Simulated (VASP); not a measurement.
A run of VASP 6.6.1:

INCAR

```
ALGO = Fast
EDIFF = 1E-6
ENCUT = 520
GGA = PS
ISIF = 2
ISMEAR = 0
LASPH = True
LCHARG = False
LREAL = False
LWAVE = False
NBANDS = 9
NELM = 60
PREC = Accurate
SIGMA = 0.15
```

The input KPOINTS:

```
k-points
0
Gamma
  24 24 14
```

The input POSCAR:

```
Be
1.0
    2.4144770842      0.0000000000      0.0000000000
   -1.2072385421      2.0909984917      0.0000000000
    0.0000000000      0.0000000000      3.7809450000
Be
2
Direct
    0.3333333333      0.6666666667      0.2500000000
    0.6666666667      0.3333333333      0.7500000000
```

Potentials or basis: VASP PAW PBE potentials, release 64 (Be).

Command:

```sh
$ cat potpaw_PBE.64/Be/POTCAR > POTCAR
$ mpirun -np 1 vasp_std > vasp.out
```

Hardware: 1 thread of Intel(R) Xeon(R) Platinum 8488C (Sapphire Rapids), with other jobs on the host.

Problem. How long does it take, and how much memory?

Solution. It took 26 s on 1 thread of Intel(R) Xeon(R) Platinum 8488C (Sapphire Rapids), on a shared host, peak memory 0.18 GiB. Counts: scf iterations 9, k points 488.
